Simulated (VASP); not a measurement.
Set up this calculation in VASP 6.6.1, as the native input.

```
Task                   : single point
Functional             : PBEsol
Potentials or basis    : VASP PAW PBE potentials, release 64 (S, Mg, Ca_sv)
Cutoff                 : 520 eV
k mesh                 : 1 × 1 × 1, shifted
Occupations            : fermi-dirac, width 0.05 eV
Spin                   : no spin polarisation
Dipole correction      : no
Further INCAR settings : LREAL = Auto; ALGO = Normal; EDIFF = 1e-06; NBANDS = 190; ISYM = 0
```

The structure of Ca3Mg13S16 lies in POSCAR:

```
Ca3Mg13S16
1.0
   10.5545122675      0.0000000000      0.0000000000
    0.0000000000     10.5545122675      0.0000000000
    0.0000000000      0.0000000000     10.5545122675
S Mg Ca
32 26 6
Direct
    0.2403630000      0.9989720000      0.9996080000
    0.2402100000      0.9914030000      0.5010460000
    0.2474050000      0.5012560000      0.9984300000
    0.2404050000      0.5093120000      0.5015860000
    0.7599950000      0.9996060000      0.9984540000
    0.7604620000      0.9990710000      0.5014790000
    0.7525850000      0.5002260000      0.9903740000
    0.7592070000      0.5010390000      0.5089020000
    0.9985410000      0.2513580000      0.0017900000
    0.9906530000      0.2507990000      0.4985910000
    0.9994950000      0.7486980000      0.0006420000
    0.9980760000      0.7495820000      0.4995110000
    0.5016970000      0.2587860000      0.0093280000
    0.5087860000      0.2507660000      0.4915840000
    0.5006430000      0.7412510000      0.0019550000
    0.5015830000      0.7497960000      0.4985950000
    0.0018380000      0.9999620000      0.2501520000
    0.0008350000      0.9987600000      0.7502550000
    0.0093820000      0.5002430000      0.2490540000
    0.0017930000      0.5013050000      0.7510890000
    0.4981710000      0.9992970000      0.2499920000
    0.4996430000      0.9914510000      0.7508090000
    0.4909040000      0.5015060000      0.2419380000
    0.4982290000      0.5090860000      0.7585930000
    0.2495270000      0.2489380000      0.2409290000
    0.2411880000      0.2495970000      0.7591680000
    0.2499080000      0.7516790000      0.2491200000
    0.2491180000      0.7508610000      0.7514070000
    0.7509310000      0.2406160000      0.2488080000
    0.7592370000      0.2483670000      0.7508660000
    0.7500260000      0.7593950000      0.2495180000
    0.7508300000      0.7514400000      0.7502220000
    0.0001850000      0.9995120000      0.0000890000
    0.9992530000      0.9980330000      0.5002910000
    0.0013000000      0.5004210000      0.9986120000
    0.9998800000      0.5020150000      0.5017690000
    0.4979730000      0.5013880000      0.0002110000
    0.2459120000      0.2517110000      0.0010630000
    0.2477160000      0.7486740000      0.0001500000
    0.2463000000      0.7503190000      0.5002060000
    0.7537520000      0.2498020000      0.9998620000
    0.7531470000      0.2482740000      0.5000650000
    0.7520470000      0.7500000000      0.9984180000
    0.7527570000      0.7518330000      0.5015500000
    0.2472310000      0.9983420000      0.2478810000
    0.2453550000      0.9967380000      0.7520000000
    0.2487890000      0.5024640000      0.2460340000
    0.2467870000      0.5040630000      0.7531830000
    0.7540640000      0.9997470000      0.2498220000
    0.7555390000      0.9982960000      0.7503880000
    0.7546540000      0.5024280000      0.7509230000
    0.9999990000      0.2485050000      0.2483730000
    0.9991560000      0.2499760000      0.7521160000
    0.0016120000      0.7517700000      0.2498110000
    0.0000760000      0.7501870000      0.7504490000
    0.4997760000      0.2493730000      0.2482460000
    0.4984740000      0.7507670000      0.2490070000
    0.4999700000      0.7495800000      0.7518340000
    0.5002130000      0.9984010000      0.0013610000
    0.5016520000      0.9981720000      0.4995380000
    0.4996040000      0.5023850000      0.5003590000
    0.2453120000      0.2502180000      0.4987010000
    0.7518310000      0.5003170000      0.2481160000
    0.5015630000      0.2514120000      0.7532580000
```

One way to write it, as run:

INCAR

```
  PREC = Accurate
  ENCUT = 520
  EDIFF = 1E-6
  ISMEAR = -1
  SIGMA = 0.05
  LREAL = Auto
  LASPH = True
  NELM = 80
  ALGO = Normal
  ISIF = 2
  LWAVE = False
  LCHARG = True
  GGA = PS
  LELF = True
  LVHAR = True
  NBANDS = 190
  ISYM = 0
```

KPOINTS

```
Automatic mesh
0
Gamma
  1 1 1
  0.25 0.25 0.25
```

Potentials or basis: VASP PAW PBE potentials, release 64 (S, Mg, Ca_sv).

The run is started by

```console
$ cat potpaw_PBE.64/S/POTCAR potpaw_PBE.64/Mg/POTCAR potpaw_PBE.64/Ca_sv/POTCAR > POTCAR
$ mpirun -np 1 vasp_std > vasp.out
```

It gave:

The pressure is -0.1 GPa. The largest force is 0.044 eV/Å and the band gap on the k mesh is 3.39 eV.

Caveat: the PAW data sets were made with another functional, which shifts forces and pressure a little; a shifted mesh leaves out Γ, where band edges can lie.

Wall time 44 min on 1 thread of Intel Xeon 8259CL, with other jobs on the host, peak memory 1.3 GiB.
